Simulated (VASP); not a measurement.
# FeNi (R-3m) in VASP: single point with PBEsol

Aim: the single point of FeNi with PBEsol.

Everything below comes from runs of VASP 6.6.1. Logs are shortened: lines on timing, memory, paths and dates and some standing lists are left out, and cuts for length are marked.

## 1. The cell of the first run

Symmetry: R-3m, No. 166, trigonal system. Conventional cell: a = 2.516 Å, b = 2.516 Å, c = 12.395 Å, α = 90.00°, β = 90.00°, γ = 120.00°. Within 3.3 Å of Fe (site symmetry -3m) lie 6 Fe at 2.52 Å and 6 Ni at 2.53 Å. Ni (site symmetry -3m) has 6 Ni at 2.52 Å and 6 Fe at 2.53 Å within 3.3 Å.

## 2. Single point, PBEsol, collinear spin, ferromagnetic start

Contents of INCAR:

```
PREC = Accurate
ENCUT = 600
EDIFF = 1E-6
ISMEAR = 0
SIGMA = 0.1
LREAL = False
LASPH = True
NELM = 200
ALGO = Normal
ISIF = 2
LWAVE = False
LCHARG = False
ISPIN = 2
MAGMOM = 4 2
LORBIT = 11
LMAXMIX = 4
GGA = PS
NBANDS = 20
GGA_COMPAT = False
```

Contents of KPOINTS:

```
regular mesh
0
Gamma
  9 9 9
```

Contents of POSCAR:

```
FeNi
1.0
    1.2579322376      0.7262675160      4.1316480627
   -1.2579322376      0.7262675160      4.1316480627
    0.0000000000     -1.4525350320      4.1316480627
Fe Ni
1 1
Direct
    0.0000000000      0.0000000000      0.0000000000
    0.5000000000      0.5000000000      0.5000000000
```

Potentials or basis: VASP PAW PBE potentials, release 64 (Fe, Ni).

On the command line:

```bash
$ cat potpaw_PBE.64/Fe/POTCAR potpaw_PBE.64/Ni/POTCAR > POTCAR
$ mpirun -np 1 vasp_std > vasp.out
```

OUTCAR:

```text
PREC = Accurate
   ENCUT = 600
   EDIFF = 1E-6
   ISMEAR = 0
   LREAL = False
   LASPH = True
   NELM = 200
   ISIF = 2
   ISPIN = 2
   LORBIT = 11
   GGA = PS

 ion  position               nearest neighbor table
   1  0.000  0.000  0.000-   2 2.53   2 2.53   2 2.53   2 2.53   2 2.53   2 2.53
   2  0.500  0.500  0.500-   1 2.53   1 2.53   1 2.53   1 2.53   1 2.53   1 2.53

  LATTYP: Found a trigonal (rhomboedric) cell.
 ALAT       =     4.3795403564
 COS(alpha) =     0.8349986777

  Lattice vectors:

 A1 = (   1.2579322376,   0.7262675160,   4.1316480627)
 A2 = (  -1.2579322376,   0.7262675160,   4.1316480627)
 A3 = (   0.0000000000,  -1.4525350320,   4.1316480627)

Analysis of symmetry for initial positions (statically):
=====================================================================
 Subroutine PRICEL returns:
 Original cell was already a primitive cell.

 Routine SETGRP: Setting up the symmetry group for a
 trigonal (rhombohedral) supercell.

 Subroutine GETGRP returns: Found 12 space group operations
 (whereof 12 operations were pure point group operations)
 out of a pool of 12 trial point group operations.

The static configuration has the point symmetry D_3d.

Analysis of symmetry for dynamics (positions and initial velocities):
=====================================================================
 Subroutine PRICEL returns:
 Original cell was already a primitive cell.

 Routine SETGRP: Setting up the symmetry group for a
 trigonal (rhombohedral) supercell.

 Subroutine GETGRP returns: Found 12 space group operations
 (whereof 12 operations were pure point group operations)
 out of a pool of 12 trial point group operations.

The dynamic configuration has the point symmetry D_3d.

Analysis of structural, dynamic, and magnetic symmetry:
=====================================================================
 Subroutine PRICEL returns:
 Original cell was already a primitive cell.

 Routine SETGRP: Setting up the symmetry group for a
 trigonal (rhombohedral) supercell.

 Subroutine GETGRP returns: Found 12 space group operations
 (whereof 12 operations were pure point group operations)
 out of a pool of 12 trial point group operations.

The overall configuration has the point symmetry D_3d.

 Subroutine INISYM returns: Found 12 space group operations
 (whereof 12 operations are pure point group operations),
 and found     1 'primitive' translations

----------------------------------------------------------------------------------------

                                     Primitive cell

  volume of cell :      22.6479

  direct lattice vectors                    reciprocal lattice vectors
     1.257932238  0.726267516  4.131648063     0.397477690  0.229483851  0.080678056
    -1.257932238  0.726267516  4.131648063    -0.397477690  0.229483851  0.080678056
     0.000000000 -1.452535032  4.131648063     0.000000000 -0.458967703  0.080678056

  length of vectors
     4.379540356  4.379540356  4.379540356     0.466004615  0.466004615  0.466004615

  position of ions in fractional coordinates (direct lattice)
     0.000000000  0.000000000  0.000000000
     0.500000000  0.500000000  0.500000000

  ion indices of the primitive-cell ions
   primitive index   ion index
                 1           1
                 2           2

----------------------------------------------------------------------------------------

 KPOINTS: regular mesh

Automatic generation of k-mesh.
 Grid dimensions read from file:
 generate k-points for:    9    9    9

 Generating k-lattice:

  Cartesian coordinates                     Fractional coordinates (reciprocal lattice)
     0.044164188  0.025498206  0.008964228     0.111111111  0.000000000 -0.000000000
    -0.044164188  0.025498206  0.008964228     0.000000000  0.111111111 -0.000000000
     0.000000000 -0.050996411  0.008964228    -0.000000000 -0.000000000  0.111111111

  Length of vectors
     0.051778291  0.051778291  0.051778291

  Shift w.r.t. Gamma in fractional coordinates (k-lattice)
     0.000000000  0.000000000  0.000000000

 Subroutine IBZKPT returns following result:
 ===========================================

 Found     85 irreducible k-points:

 Following reciprocal coordinates:
            Coordinates               Weight
  0.000000  0.000000  0.000000      1.000000
  0.111111  0.000000  0.000000      6.000000
  0.222222  0.000000  0.000000      6.000000
  0.333333  0.000000  0.000000      6.000000
  0.444444  0.000000  0.000000      6.000000
  0.111111  0.111111  0.000000      6.000000
[... 16 lines left out ...]
 -0.333333  0.333333  0.000000      6.000000
  0.444444  0.444444  0.000000      6.000000
 [... further k-points ...]
   k-points           NKPTS =     85   k-points in BZ     NKDIM =     85   number of bands    NBANDS=     20
   number of dos      NEDOS =    301   number of ions     NIONS =      2
   total plane-waves  NPLWV =  46656
   dimension x,y,z NGX =    36 NGY =   36 NGZ =   36
   dimension x,y,z NGXF=    72 NGYF=   72 NGZF=   72
   ions per type =               1   1
   NGX,Y,Z   is equivalent  to a cutoff of  13.67, 13.67, 13.67 a.u.
   NGXF,Y,Z  is equivalent  to a cutoff of  27.33, 27.33, 27.33 a.u.
 SYSTEM =  unknown system
   PREC   = accura    normal or accurate (medium, high low for compatibility)
   ISTART =      0    job   : 0-new  1-cont  2-samecut
   ICHARG =      2    charge: 1-file 2-atom 10-const
   ISPIN  =      2    spin polarized calculation?
   LNONCOLLINEAR =      F non collinear calculations
   LSORBIT =      F    spin-orbit coupling
   LASPH  =      T    aspherical Exc in radial PAW
   ENCUT  =  600.0 eV  44.10 Ry    6.64 a.u.   8.75  8.75  8.75*2*pi/ulx,y,z
   NELM   =    200;   NELMIN=  2; NELMDL= -5     # of ELM steps
   EDIFF  = 0.1E-05   stopping-criterion for ELM
   LREAL  =      F    real-space projection
   EDIFFG = 0.1E-04   stopping-criterion for IOM
   NSW    =      0    number of steps for IOM
   IBRION =     -1    ionic relax: 0-MD 1-quasi-New 2-CG
   NFREE  =      0    steps in history (QN), initial steepest desc. (CG)
   ISIF   =      2    stress and relaxation
   ISYM   =      2    0-nonsym 1-usesym 2-fastsym
   POTIM  = 0.5000    time-step for ionic-motion
   TEBEG  =    0.0;   TEEND  =   0.0 temperature during run
   PSTRESS=    0.0 pullay stress
   NELECT =      18.0000    total number of electrons
   NUPDOWN=      -1.0000    fix difference up-down
   EMIN   =  10.00;   EMAX   =-10.00  energy-range for DOS
   EFERMI =   0.00;   METHOD = LEGACY
   ISMEAR =     0;   SIGMA  =   0.10  broadening in eV -4-tet -1-fermi 0-gaus
   EFERMI_NEDOS =   21; number of points for ismear=-14 and -15
   IALGO  =     38    algorithm
   IMIX   =      4    mixing-type and parameters
     AMIX     =   0.40;   BMIX     =  1.00
     AMIX_MAG =   1.60;   BMIX_MAG =  1.00
  volume/ion in A,a.u.               =      11.32        76.42
  Fermi-wavevector in a.u.,A,eV,Ry     =   1.516432  2.865640 31.287482  2.299565
  Thomas-Fermi vector in A             =   2.625822
   LORBIT       =     11    0 simple, 1 ext, 2 COOP (PROOUT), +10 PAW based schemes
   GGA     = PS    functional components
   LHFCALC =     F    Hartree Fock is set to
   AEXX    =    0.0000 exact exchange contribution
   IVDW    =     0    specifies the selected vdW correction
   LEPSILON=     F    determine dielectric tensor
   LRPA    =     F    only Hartree local field effects (RPA)
 spin polarized calculation
 Gauss-broadening in eV      SIGMA  =   0.10
  energy-cutoff  :      600.00
  volume of cell :       22.65
 maximum number of plane-waves:       767
   NGX = 17   NGY = 17   NGZ = 17

 number of electron      18.0000000 magnetization       3.1208797

 Free energy of the ion-electron system (eV)
  ---------------------------------------------------
  ext. energy  EPLUGINS =         0.00000000
  ---------------------------------------------------
  free energy    TOTEN  =       -15.00338570 eV

  energy without entropy =      -14.99653657  energy(sigma->0) =      -14.99996113

 E-fermi :   7.3297     XC(G=0): -13.2436

 val. band max:        7.3069697336   @ k =   0.3333   0.1111   0.1111
 cond. band min:       7.3341180521   @ k =  -0.2222   0.2222   0.0000
 fundamental gap:      0.0271483185
 Fermi energy:         7.3296762489

 spin component 1

 k-point     1 :       0.0000    0.0000    0.0000
  band No.  band energies     occupation
      1      -1.5110      1.00000
      2       2.3263      1.00000
      3       4.7643      1.00000
      4       4.7866      1.00000
      5       4.7866      1.00000
      6       4.8637      1.00000
[... 12 lines left out ...]
     19      34.1450      0.00000
     20      34.1451      0.00000
[... 507 lines left out ...]
 k-point    24 :       0.4444    0.4444    0.0000
  band No.  band energies     occupation
      1       2.2815      1.00000
      2       2.4335      1.00000
      3       3.0236      1.00000
      4       4.7487      1.00000
      5       4.7763      1.00000
      6       6.5188      1.00000
[... 12 lines left out ...]
     19      30.7414      0.00000
     20      31.4235      0.00000

 [... further k-points ...]

 spin component 2

 k-point     1 :       0.0000    0.0000    0.0000
  band No.  band energies     occupation
      1      -1.3770      1.00000
      2       3.2213      1.00000
      3       5.6997      1.00000
      4       5.6997      1.00000
      5       6.2629      1.00000
      6       6.3170      1.00000
[... 12 lines left out ...]
     19      34.5204      0.00000
     20      34.5224      0.00000
[... 507 lines left out ...]
 k-point    24 :       0.4444    0.4444    0.0000
  band No.  band energies     occupation
      1       3.1123      1.00000
      2       3.4361      1.00000
      3       4.1497      1.00000
      4       5.9756      1.00000
      5       6.2725      1.00000
      6       6.7498      1.00000
[... 12 lines left out ...]
     19      31.1912      0.00000
     20      31.8750      0.00000

 [... further k-points ...]

------------------------ aborting loop because EDIFF is reached ----------------------------------------

  FORCE on cell =-STRESS in cart. coord.  units (eV):
  Direction    XX          YY          ZZ          XY          YZ          ZX
  --------------------------------------------------------------------------------------
  -------------------------------------------------------------------------------------
  Total       -1.4706140     -1.4706140     -1.2801361      0.0000000      0.0000000      0.0000000
  in kB     -104.0353285   -104.0353285    -90.5603893      0.0000000      0.0000000      0.0000000
  external PRESSURE =     -99.5436821 kB  Pullay stress =       0.0000000 kB

 VOLUME and BASIS-vectors are now :
 -----------------------------------------------------------------------------
  energy-cutoff  :      600.00
  volume of cell :       22.65
      direct lattice vectors                 reciprocal lattice vectors
     1.257932238  0.726267516  4.131648063     0.397477690  0.229483851  0.080678056
    -1.257932238  0.726267516  4.131648063    -0.397477690  0.229483851  0.080678056
     0.000000000 -1.452535032  4.131648063     0.000000000 -0.458967703  0.080678056

 POSITION                                       TOTAL-FORCE (eV/Angst)
 -----------------------------------------------------------------------------------
      0.00000      0.00000      0.00000         0.000000      0.000000     -0.000000
      0.00000      0.00000      6.19747         0.000000     -0.000000      0.000000
 -----------------------------------------------------------------------------------
    total drift:                                0.000000     -0.000000      0.000000

  FREE ENERGIE OF THE ION-ELECTRON SYSTEM (eV)
  ---------------------------------------------------
  free  energy   TOTEN  =       -15.0033856963 eV

  energy  without entropy=      -14.9965365714  energy(sigma->0) =      -14.99996113

 total charge

# of ion       s       p       d       tot
------------------------------------------
    1        0.483   0.511   6.205   7.199
    2        0.502   0.512   8.305   9.319
--------------------------------------------------
tot          0.985   1.023  14.510  16.518

 magnetization (x)

# of ion       s       p       d       tot
------------------------------------------
    1       -0.009  -0.027   2.500   2.464
    2       -0.020  -0.048   0.723   0.655
--------------------------------------------------
tot         -0.029  -0.075   3.223   3.119
```

Wall time 5 min (1 thread of AMD EPYC 7R43 (Zen 3), shared host); peak memory 0.27 GiB.

Results:

```yaml
Free_energy: -15.0034 eV
Pressure: -10.0 GPa
Net_moment: 3.12 μB per cell
Site_moments: Fe +2.46; Ni +0.66 μB
Valence_electrons_inside_the_program's_atomic_spheres: Fe 7.20; Ni 9.32
```

Levels at points of the mesh, in eV from the Fermi level:
Spin up:
```tsv
k point	band 7	band 8	band 9	band 10	band 11	band 12	band 13	band 14	band 15	band 16
(0.00, 0.00, 0.00)	-2.47	-1.42	-1.42	-0.62	-0.62	-0.40	5.78	21.31	22.73	24.16
```
Spin down:
```tsv
k point	band 4	band 5	band 6	band 7	band 8	band 9	band 10	band 11	band 12	band 13
(0.00, 0.00, 0.00)	-1.63	-1.07	-1.01	-1.01	-0.28	0.36	0.36	1.73	1.73	6.87
```

Caveat: the cell stands under tension; the PAW data sets were made with another functional, which shifts forces and pressure a little.
